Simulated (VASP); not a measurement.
Ba, 1 atom in the cell. Symmetry: Immm, No. 71, orthorhombic system. The conventional cell has a = 4.537 Å, b = 4.606 Å, c = 6.465 Å, α = 90.00°, β = 90.00°, γ = 90.00°.  This cell differs from its parent crystal: strain +0.0150 x Voigt [0, 0, 0, 0, 1, 0].

```yaml
Program: VASP 6.6.1
Task: single point
Functional: LDA
Potentials_or_basis: VASP PAW LDA potentials, release 64 (Ba_sv)
Cutoff: 520 eV
k_mesh: 14 × 14 × 14
Occupations: gaussian, width 0.15 eV
Spin: no spin polarisation
Dipole_correction: no
Further_INCAR_settings: ALGO = Fast; EDIFF = 1e-06; NBANDS = 11
```

Potentials or basis: VASP PAW LDA potentials, release 64 (Ba_sv).

Launch:

```sh
$ cat potpaw_LDA.64/Ba_sv/POTCAR > POTCAR
$ mpirun -np 1 vasp_std > vasp.out
```

Hardware: 1 thread of Oxide Virtual Turin-like Processor (shared host).

Question: Estimate the wall time of this run.

Answer: It took 2.9 min on 1 thread of Oxide Virtual Turin-like Processor, with other jobs on the host, peak memory 0.39 GiB. Counts: scf iterations 11, k points 428.
